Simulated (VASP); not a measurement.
# GaSb (sol) (F-43m) in VASP: a series of runs, part 2 of 2

VASP 6.6.1. The steps go on from the part before.

## Step 3: Single point, PBEsol

The input, INCAR:

```
SYSTEM = GaSb
ALGO     = Normal         ! electronic algorithm
EDIFF    = 1E-6           ! SCF threshold, eV
ENCUT    = 520            ! plane-wave cutoff, eV
GGA      = PS             ! functional
ISIF     = 2              ! what is computed and relaxed
ISMEAR   = -1             ! smearing method
LASPH    = .True.         ! aspherical terms in the spheres
LCHARG   = .False.        ! write CHGCAR
LREAL    = .False.        ! projectors in reciprocal space
LWAVE    = .False.        ! write WAVECAR
NBANDS   = 16             ! bands
NELM     = 60             ! most SCF steps
PREC     = Accurate       ! precision mode
SIGMA    = 0.15           ! smearing width, eV
```

The input, KPOINTS:

```
k-points
0
Gamma
  12 12 12
  0 0 0
```

The input, POSCAR:

```
GaSb
1.0
    0.0000000000      3.0566904209      3.0566904209
    3.0566904209      0.0000000000      3.0566904209
    3.0566904209      3.0566904209      0.0000000000
Ga Sb
1 1
Direct
    0.0000000000      0.0000000000      0.0000000000
    0.2500000000      0.2500000000      0.2500000000
```

Potentials or basis: VASP PAW PBE potentials, release 64 (Ga_d, Sb).

Started as:

```
cat potpaw_PBE.64/Ga_d/POTCAR potpaw_PBE.64/Sb/POTCAR > POTCAR
mpirun -np 1 vasp_std > vasp.out
```

OUTCAR:

```text
SYSTEM = GaSb
   EDIFF = 1E-6
   ENCUT = 520
   GGA = PS
   ISIF = 2
   ISMEAR = -1
   LASPH = .True.
   LREAL = .False.
   NELM = 60
   PREC = Accurate

 ion  position               nearest neighbor table
   1  0.000  0.000  0.000-   2 2.65   2 2.65   2 2.65   2 2.65
   2  0.250  0.250  0.250-   1 2.65   1 2.65   1 2.65   1 2.65

  LATTYP: Found a face centered cubic cell.
 ALAT       =     6.1133808418

  Lattice vectors:

 A1 = (   0.0000000000,   3.0566904209,   3.0566904209)
 A2 = (   3.0566904209,   0.0000000000,   3.0566904209)
 A3 = (   3.0566904209,   3.0566904209,   0.0000000000)

Analysis of symmetry for initial positions (statically):
=====================================================================
 Subroutine PRICEL returns:
 Original cell was already a primitive cell.

 Routine SETGRP: Setting up the symmetry group for a
 face centered cubic supercell.

 Subroutine GETGRP returns: Found 24 space group operations
 (whereof 24 operations were pure point group operations)
 out of a pool of 48 trial point group operations.

The static configuration has the point symmetry T_d .

Analysis of symmetry for dynamics (positions and initial velocities):
=====================================================================
 Subroutine PRICEL returns:
 Original cell was already a primitive cell.

 Routine SETGRP: Setting up the symmetry group for a
 face centered cubic supercell.

 Subroutine GETGRP returns: Found 24 space group operations
 (whereof 24 operations were pure point group operations)
 out of a pool of 48 trial point group operations.

The dynamic configuration has the point symmetry T_d .

 Subroutine INISYM returns: Found 24 space group operations
 (whereof 24 operations are pure point group operations),
 and found     1 'primitive' translations

----------------------------------------------------------------------------------------

                                     Primitive cell
[... 108 lines left out ...]
   IALGO  =     38    algorithm
   IMIX   =      4    mixing-type and parameters
     AMIX     =   0.40;   BMIX     =  1.00
     AMIX_MAG =   1.60;   BMIX_MAG =  1.00
  volume/ion in A,a.u.               =      28.56       192.73
  Fermi-wavevector in a.u.,A,eV,Ry     =   1.114049  2.105247 16.886255  1.241105
  Thomas-Fermi vector in A             =   2.250640
   LORBIT       =      0    0 simple, 1 ext, 2 COOP (PROOUT), +10 PAW based schemes
   GGA     = PS    functional components
   LHFCALC =     F    Hartree Fock is set to
   AEXX    =    0.0000 exact exchange contribution
   IVDW    =     0    specifies the selected vdW correction
   LEPSILON=     F    determine dielectric tensor
   LRPA    =     F    only Hartree local field effects (RPA)
 non-spin polarized calculation
  energy-cutoff  :      520.00
  volume of cell :       57.12
 maximum number of plane-waves:      1572
   NGX = 17   NGY = 17   NGZ = 17

 number of electron      17.9999985 magnetization

 Free energy of the ion-electron system (eV)
  ---------------------------------------------------
  ext. energy  EPLUGINS =         0.00000000
  ---------------------------------------------------
  free energy    TOTEN  =        -8.15710198 eV

  energy without entropy =       -8.15048332  energy(sigma->0) =       -8.15379265

 E-fermi :   4.9456     XC(G=0):  -9.2777

 val. band max:        4.7591698451   @ k =   0.0000   0.0000   0.0000
 cond. band min:       5.1042364180   @ k =   0.5000   0.0000   0.0000
 fundamental gap:      0.3450665729
 Fermi energy:         4.9455747890

 k-point     1 :       0.0000    0.0000    0.0000
  band No.  band energies     occupation
      1     -10.2464      2.00000
      2     -10.2464      2.00000
      3     -10.2464      2.00000
      4     -10.1956      2.00000
      5     -10.1956      2.00000
      6      -6.7679      2.00000
[... 433 lines left out ...]
      3     -10.2321      2.00000
      4     -10.1973      2.00000
      5     -10.1957      2.00000
      6      -4.9385      2.00000
[... 8 lines left out ...]
     15      13.4126      0.00000
     16      13.8038      0.00000

 [... further k-points ...]

------------------------ aborting loop because EDIFF is reached ----------------------------------------

  FORCE on cell =-STRESS in cart. coord.  units (eV):
  Direction    XX          YY          ZZ          XY          YZ          ZX
  --------------------------------------------------------------------------------------
  -------------------------------------------------------------------------------------
  Total        0.0281605      0.0281605      0.0281605      0.0000000      0.0000000      0.0000000
  in kB        0.7898890      0.7898890      0.7898890      0.0000000      0.0000000      0.0000000
  external PRESSURE =       0.7898890 kB  Pullay stress =       0.0000000 kB

 VOLUME and BASIS-vectors are now :
 -----------------------------------------------------------------------------
  energy-cutoff  :      520.00
  volume of cell :       57.12
      direct lattice vectors                 reciprocal lattice vectors
     0.000000000  3.056690421  3.056690421    -0.163575610  0.163575610  0.163575610
     3.056690421  0.000000000  3.056690421     0.163575610 -0.163575610  0.163575610
     3.056690421  3.056690421  0.000000000     0.163575610  0.163575610 -0.163575610

 POSITION                                       TOTAL-FORCE (eV/Angst)
 -----------------------------------------------------------------------------------
      0.00000      0.00000      0.00000        -0.000000      0.000000      0.000000
      1.52835      1.52835      1.52835         0.000000     -0.000000     -0.000000
 -----------------------------------------------------------------------------------
    total drift:                                0.000000      0.000000      0.000000

  FREE ENERGIE OF THE ION-ELECTRON SYSTEM (eV)
  ---------------------------------------------------
  free  energy   TOTEN  =        -8.1571019799 eV

  energy  without entropy=       -8.1504833166  energy(sigma->0) =       -8.15379265
```

It took 91 s on 1 thread of AMD EPYC 7R13, shared host; peak memory 0.19 GiB.

Results:

```yaml
Free_energy: -8.1571 eV
Pressure: 0.1 GPa
```

Caveat: the PAW data sets were made with another functional, which shifts forces and pressure a little; spin-orbit coupling is left out, which moves the levels of the heavy elements.

## Step 4: Relaxation of cell and atoms, PBEsol

The input, INCAR:

```
PREC = Accurate
ENCUT = 600
EDIFF = 1E-6
ISMEAR = -1
SIGMA = 0.15
LREAL = False
LASPH = True
NELM = 80
ALGO = Normal
ISIF = 3
LWAVE = False
LCHARG = False
GGA = PS
IBRION = 2
NSW = 80
EDIFFG = -0.001
```

The input, KPOINTS:

```
Automatic mesh
0
Gamma
  12 12 12
```

The input, POSCAR:

```
GaSb
1.0
    0.0000000000      3.0559490345      3.0559490345
    3.0559490345      0.0000000000      3.0559490345
    3.0559490345      3.0559490345      0.0000000000
Ga Sb
1 1
Direct
    0.0000000000      0.0000000000      0.0000000000
    0.2500000000      0.2500000000      0.2500000000
```

Started as:

```
cat potpaw_PBE.64/Ga_d/POTCAR potpaw_PBE.64/Sb/POTCAR > POTCAR
mpirun -np 1 vasp_std > vasp.out
```

It took 14 min on 1 thread of AMD EPYC 7R13, shared host; peak memory 0.23 GiB.

Results (log left out):

```
Free energy                            : -8.1570 eV
Relaxed volume                         : 28.59 Å³/atom
Relaxed cell                           : a = 4.325 Å, b = 4.325 Å, c = 4.325 Å, α = 60.00°, β = 60.00°, γ = 60.00°
Space group after relaxing (to 0.05 Å) : F-43m (No. 216)
Energy gained by relaxing              : 0.0 meV/atom
Ionic steps                            : 32
Pressure after relaxing                : 0.0 GPa
Band gap on the k mesh                 : zero (filled and empty bands touch)
```

Final structure:
```yaml
crystal:
  lattice:
    - [0.00000, 3.05794, 3.05794]
    - [3.05794, 0.00000, 3.05794]
    - [3.05794, 3.05794, 0.00000]
  atoms:
    - { symbol: Ga, position: [0.00000, 0.00000, 0.00000] }
    - { symbol: Sb, position: [0.25000, 0.25000, 0.25000] }
```

Levels at points of the mesh, in eV from the Fermi level:
```
           k point  band 5  band 6  band 7  band 8  band 9  band 10  band 11  band 12  band 13
(0.00, 0.00, 0.00)  -15.14  -11.70   -0.19   -0.19   -0.19    -0.19     2.57     2.57     2.57
(0.50, 0.00, 0.00)  -15.14  -10.07   -6.59   -1.35   -1.35     0.16     3.52     3.52     6.13
(0.50, 0.50, 0.00)  -15.13   -9.24   -7.03   -2.78   -2.78     0.65     0.97     8.48     8.48
```

Caveat: the PAW data sets were made with another functional, which shifts forces and pressure a little; spin-orbit coupling is left out, which moves the levels of the heavy elements.

## Step 5: Summary

```tsv
task	cell	cutoff (eV)	smearing	pressure (GPa)
single point	a = 4.322 Å, angles 60.0°, 2 atoms	520	gaussian 0.1 eV	0.1
single point	a = 4.323 Å, angles 60.0°, 2 atoms	520	fermi-dirac 0.15 eV	0.1
relaxation of cell and atoms	relaxed from a = 4.322 Å, angles 60.0°, 2 atoms	600	fermi-dirac 0.15 eV	0.0
```

Alike in all rows: level PBEsol; potentials or basis VASP PAW PBE potentials, release 64 (Ga_d, Sb); no spin polarisation; k mesh 12 × 12 × 12.

Caveats: the PAW data sets were made with another functional, which shifts forces and pressure a little; spin-orbit coupling is left out, which moves the levels of the heavy elements.

Absolute energies hang on the potentials; compare differences alone.
